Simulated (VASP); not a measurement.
# BN (P1) in VASP: vibrations by perturbation theory with LDA

Aim: the vibrations by perturbation theory of BN with LDA.

Program: VASP 6.6.1. These are calculated values, not measurements. Logs are shortened: lines on timing, memory, paths and dates and some standing lists are left out, and cuts for length are marked.

### 1 The cell of the first run

The typed cell holds 2 atoms: a = 2.508 Å, b = 2.508 Å, c = 3.274 Å, α = 101.11°, β = 101.11°, γ = 119.81°.

### 2 Vibrations by perturbation theory, LDA

Contents of INCAR:

```
PREC     = Accurate       # precision mode
ENCUT    = 520            # plane-wave cutoff, eV
EDIFF    = 1E-8           # SCF threshold, eV
ISMEAR   = 0              # smearing method
SIGMA    = 0.01           # smearing width, eV
LREAL    = False          # projectors in reciprocal space
LASPH    = True           # aspherical terms in the spheres
NELM     = 60             # most SCF steps
ALGO     = Normal         # electronic algorithm
ISIF     = 2              # what is computed and relaxed
LWAVE    = False          # write WAVECAR
LCHARG   = False          # write CHGCAR
IBRION   = 8              # ionic algorithm
NSW      = 1              # ionic steps
```

Contents of KPOINTS:

```
regular mesh
0
Gamma
  8 8 6
```

Contents of POSCAR:

```
BN
1.0
    2.5080410000      0.0000000000      0.0000000000
   -1.2467110000      2.1762310000      0.0000000000
   -0.6306650000     -1.0881160000      3.0225400000
B N
1 1
Direct
    0.9796430000      0.9834990000      0.0018060000
    0.6685060000      0.3323850000      0.9849990000
```

Potentials or basis: VASP PAW LDA potentials, release 64 (B, N).

On the command line:

```sh
$ cat potpaw_LDA.64/B/POTCAR potpaw_LDA.64/N/POTCAR > POTCAR
$ mpirun -np 1 vasp_std > vasp.out
```

OUTCAR:

```text
PREC = Accurate
   ENCUT = 520
   EDIFF = 1E-8
   ISMEAR = 0
   LREAL = False
   LASPH = True
   NELM = 60
   ISIF = 2
   IBRION = 8
   NSW = 1

 ion  position               nearest neighbor table
   1  0.980  0.983  0.002-   2 1.40   2 1.43   2 1.52
   2  0.669  0.332  0.985-   1 1.40   1 1.43   1 1.52

  LATTYP: Found a face centered orthorhombic cell.
 ALAT       =     2.5153398844
 B/A-ratio  =     1.7253462546
 C/A-ratio  =     2.4032855509

  Lattice vectors:

 A1 = (  -1.8773760000,   1.0881150000,   3.0225400000)
 A2 = (   0.6306650000,   1.0881150000,   3.0225400000)
 A3 = (  -1.2467110000,   2.1762310000,   0.0000000000)

Analysis of symmetry for initial positions (statically):
=====================================================================
 Subroutine PRICEL returns:
 Original cell was already a primitive cell.

 Routine SETGRP: Setting up the symmetry group for a
 face centered orthorhombic supercell.

 Subroutine GETGRP returns: Found  1 space group operations
 (whereof  1 operations were pure point group operations)
 out of a pool of  8 trial point group operations.

The static configuration has the point symmetry C_1 .

Analysis of symmetry for dynamics (positions and initial velocities):
=====================================================================
 Subroutine PRICEL returns:
 Original cell was already a primitive cell.

 Routine SETGRP: Setting up the symmetry group for a
 face centered orthorhombic supercell.

 Subroutine GETGRP returns: Found  1 space group operations
 (whereof  1 operations were pure point group operations)
 out of a pool of  8 trial point group operations.

The dynamic configuration has the point symmetry C_1 .

 Subroutine INISYM returns: Found  1 space group operations
 (whereof  1 operations are pure point group operations),
 and found     1 'primitive' translations

----------------------------------------------------------------------------------------

                                     Primitive cell

  volume of cell :      16.4973

  direct lattice vectors                    reciprocal lattice vectors
     2.508041000  0.000000000  0.000000000     0.398717565  0.228415813  0.165423820
    -1.246711000  2.176231000  0.000000000     0.000000000  0.459510043  0.165423859
    -0.630665000 -1.088116000  3.022540000     0.000000000  0.000000000  0.330847565

  length of vectors
     2.508041000  2.508041005  3.273756684     0.488379484  0.488379496  0.330847565

  position of ions in fractional coordinates (direct lattice)
     0.979643000  0.983499000  0.001806000
     0.668506000  0.332385000  0.984999000

  ion indices of the primitive-cell ions
   primitive index   ion index
                 1           1
                 2           2

----------------------------------------------------------------------------------------

 KPOINTS: regular mesh

Automatic generation of k-mesh.
 Grid dimensions read from file:
 generate k-points for:    8    8    6

 Generating k-lattice:

  Cartesian coordinates                     Fractional coordinates (reciprocal lattice)
     0.049839696  0.028551977  0.020677978     0.125000000  0.000000000  0.000000000
     0.000000000  0.057438755  0.020677982     0.000000000  0.125000000  0.000000000
     0.000000000  0.000000000  0.055141261     0.000000000  0.000000000  0.166666667

  Length of vectors
     0.061047436  0.061047437  0.055141261

  Shift w.r.t. Gamma in fractional coordinates (k-lattice)
     0.000000000  0.000000000  0.000000000

 -----------------------------------------------------------------------------
|                                                                             |
|           W    W    AA    RRRRR   N    N  II  N    N   GGGG   !!!           |
|           W    W   A  A   R    R  NN   N  II  NN   N  G    G  !!!           |
|           W    W  A    A  R    R  N N  N  II  N N  N  G       !!!           |
|           W WW W  AAAAAA  RRRRR   N  N N  II  N  N N  G  GGG   !            |
|           WW  WW  A    A  R   R   N   NN  II  N   NN  G    G                |
|           W    W  A    A  R    R  N    N  II  N    N   GGGG   !!!           |
|                                                                             |
|     Your reciprocal lattice and k-lattice belong to different lattice       |
[... 67 lines left out ...]
   NFREE  =      0    steps in history (QN), initial steepest desc. (CG)
   ISIF   =      2    stress and relaxation
   ISYM   =      2    0-nonsym 1-usesym 2-fastsym
   POTIM  = 0.5000    time-step for ionic-motion
   TEBEG  =    0.0;   TEEND  =   0.0 temperature during run
   PSTRESS=    0.0 pullay stress
   NELECT =       8.0000    total number of electrons
   NUPDOWN=      -1.0000    fix difference up-down
   EMIN   =  10.00;   EMAX   =-10.00  energy-range for DOS
   EFERMI =   0.00;   METHOD = LEGACY
   ISMEAR =     0;   SIGMA  =   0.01  broadening in eV -4-tet -1-fermi 0-gaus
   EFERMI_NEDOS =   21; number of points for ismear=-14 and -15
   IALGO  =     38    algorithm
   IMIX   =      4    mixing-type and parameters
     AMIX     =   0.40;   BMIX     =  1.00
     AMIX_MAG =   1.60;   BMIX_MAG =  1.00
  volume/ion in A,a.u.               =       8.25        55.66
  Fermi-wavevector in a.u.,A,eV,Ry     =   1.286178  2.430523 22.507475  1.654253
  Thomas-Fermi vector in A             =   2.418268
   LORBIT       =      0    0 simple, 1 ext, 2 COOP (PROOUT), +10 PAW based schemes
   GGA     = CA    functional components
   LHFCALC =     F    Hartree Fock is set to
   AEXX    =    0.0000 exact exchange contribution
   IVDW    =     0    specifies the selected vdW correction
   LEPSILON=     F    determine dielectric tensor
   LRPA    =     F    only Hartree local field effects (RPA)
 non-spin polarized calculation
 Gauss-broadening in eV      SIGMA  =   0.01
  energy-cutoff  :      520.00
  volume of cell :       16.50
 maximum number of plane-waves:       460
   NGX =  9   NGY =  9   NGZ = 13

--------------------------------------- Ionic step        1  -------------------------------------------

 number of electron       8.0000000 magnetization

 Free energy of the ion-electron system (eV)
  ---------------------------------------------------
  ext. energy  EPLUGINS =         0.00000000
  ---------------------------------------------------
  free energy    TOTEN  =       -19.15459666 eV

  energy without entropy =      -19.15459666  energy(sigma->0) =      -19.15459666

 E-fermi :   3.4499     XC(G=0): -11.0917

 val. band max:        3.3590075632   @ k =   0.3750   0.3750   0.1667
 cond. band min:       5.9488761288   @ k =   0.5000   0.5000   0.5000
 fundamental gap:      2.5898685655
 Fermi energy:         3.4499320826

 k-point     1 :       0.0000    0.0000    0.0000
  band No.  band energies     occupation
      1     -14.7684      2.00000
      2      -0.5021      2.00000
      3       0.8272      2.00000
      4       2.4492      2.00000
      5       8.5532      0.00000
      6      13.3703      0.00000
      7      15.4806      0.00000
      8      16.0357      0.00000
[... 243 lines left out ...]
 k-point    24 :       0.2500    0.3750    0.0000
  band No.  band energies     occupation
      1     -10.9687      2.00000
      2      -5.3316      2.00000
      3      -3.4110      2.00000
      4       2.7864      2.00000
      5       7.4585      0.00000
      6      14.8068      0.00000
      7      17.4632      0.00000
      8      18.4543      0.00000

 [... further k-points ...]
[... 5 lines left out ...]
  --------------------------------------------------------------------------------------
  -------------------------------------------------------------------------------------
  Total       -1.3005899     -0.1081731      0.3257656     -0.4986602      0.1207147      0.0540644
  in kB     -126.3104520    -10.5055307     31.6376445    -48.4287848     11.7235497      5.2506179
  external PRESSURE =     -35.0594461 kB  Pullay stress =       0.0000000 kB

 VOLUME and BASIS-vectors are now :
 -----------------------------------------------------------------------------
  energy-cutoff  :      520.00
  volume of cell :       16.50
      direct lattice vectors                 reciprocal lattice vectors
     2.508041000  0.000000000  0.000000000     0.398717565  0.228415813  0.165423820
    -1.246711000  2.176231000  0.000000000     0.000000000  0.459510043  0.165423859
    -0.630665000 -1.088116000  3.022540000     0.000000000  0.000000000  0.330847565

 POSITION                                       TOTAL-FORCE (eV/Angst)
 -----------------------------------------------------------------------------------
      1.22971      2.13836      0.00546         1.638656      2.052894     -0.615800
      0.64105     -0.34845      2.97720        -1.638656     -2.052894      0.615800
 -----------------------------------------------------------------------------------
    total drift:                               -0.000089      0.000074      0.000098

  FREE ENERGIE OF THE ION-ELECTRON SYSTEM (eV)
  ---------------------------------------------------
  free  energy   TOTEN  =       -19.1545966639 eV

  energy  without entropy=      -19.1545966639  energy(sigma->0) =      -19.15459666

[... ionic steps 2 to 3 ...]

--------------------------------------- Ionic step        4  -------------------------------------------

------------------------ aborting loop because EDIFF is reached ----------------------------------------

--------------------------------------- Ionic step        5  -------------------------------------------
[... 13 lines left out ...]
------------------------ aborting loop because EDIFF is reached ----------------------------------------

--------------------------------------- Ionic step        9  -------------------------------------------

 Free energy of the ion-electron system (eV)
  ---------------------------------------------------
  ---------------------------------------------------
  free energy    TOTEN  =        -0.23881213 eV

  energy without entropy =       -0.23881213

------------------------ aborting loop because EDIFF is reached ----------------------------------------

 INTERNAL STRAIN TENSOR  FOR ION    2  DIRECTION 3   (eV/Angst):
 -----------------------------------------------------------------------------
     0.26256 -0.30880 -1.12686
    -0.29284  0.59322 -2.38476
    -0.95363 -2.38072  1.76622

 INTERNAL STRAIN TENSOR FOR ION    2 for displacements in x,y,z  (eV/Angst):
          X           Y           Z          XY          YZ          ZX
  --------------------------------------------------------------------------------
  x     6.35424     3.80217     0.23340   -10.22846    -0.30941     1.63868
  y    -7.11327    20.00815    -0.15760     1.35737     2.33230    -0.33912
  z     0.26256     0.59322     1.76622    -0.29284    -2.38072    -1.12686

 SECOND DERIVATIVES (NOT SYMMETRIZED)
 ------------------------------------
               1X          1Y          1Z          2X          2Y          2Z
  1X   -33.621872    5.859707   -0.295950   33.621872   -5.859707    0.295950
  1Y     5.866698  -46.335666   -0.497292   -5.866698   46.335666    0.497292
  1Z    -0.293351   -0.496861  -12.126002    0.293351    0.496861   12.126002
  2X    33.628135   -5.858582    0.295393  -33.628135    5.858582   -0.295393
  2Y    -5.873969   46.335344    0.497956    5.873969  -46.335344   -0.497956
  2Z     0.290905    0.497093   12.127098   -0.290905   -0.497093  -12.127098

 Eigenvectors and eigenvalues of the dynamical matrix
 ----------------------------------------------------

   1 f  =   44.139493 THz   277.336613 2PiTHz 1472.335002 cm-1   182.546193 meV
             X         Y         Z           dx          dy          dz
      1.229707  2.138356  0.005459    -0.273281    0.699667    0.007326
      0.641048 -0.348447  2.977199     0.240147   -0.614832   -0.006445
[... 21 lines left out ...]
   6 f/i=    0.002804 THz     0.017620 2PiTHz    0.093542 cm-1     0.011598 meV
             X         Y         Z           dx          dy          dz
      1.229707  2.138356  0.005459    -0.421148    0.477287    0.174905
      0.641048 -0.348447  2.977199    -0.479156    0.543181    0.199006

--------------------------------------------------------------------------------------------------------

 ELASTIC MODULI CONTR FROM IONIC RELAXATION (kBar)
 Direction    XX          YY          ZZ          XY          YZ          ZX
 --------------------------------------------------------------------------------
 XX        -192.5512    189.7751    -10.5719    180.2004     41.0197    -27.5730
 YY         189.7751   -948.4126     -1.1794    144.9814    -92.2292    -15.0611
 ZZ         -10.5719     -1.1794    -24.8965     12.0797     34.5553     14.2558
 XY         180.2004    144.9814     12.0797   -305.6245    -12.7010     45.5546
 YZ          41.0197    -92.2292     34.5553    -12.7010    -57.6286    -19.5001
 ZX         -27.5730    -15.0611     14.2558     45.5546    -19.5001    -17.4512
 --------------------------------------------------------------------------------
```

Run time: 4.7 min. Hardware: 1 thread of AMD EPYC 7R13, shared host; peak memory 0.14 GiB.

What came out:

```
Highest phonon frequency at Γ, LO-TO splitting left out : 1472 cm⁻¹
```

Phonon frequencies in cm⁻¹ (negative: imaginary):
```
              q point          frequencies
(0.000, 0.000, 0.000)  0 0 0 735 1182 1472
```

Caveat: the k points lie up to 0.38 Å⁻¹ apart; the cell stands under pressure or tension, which shifts response properties.
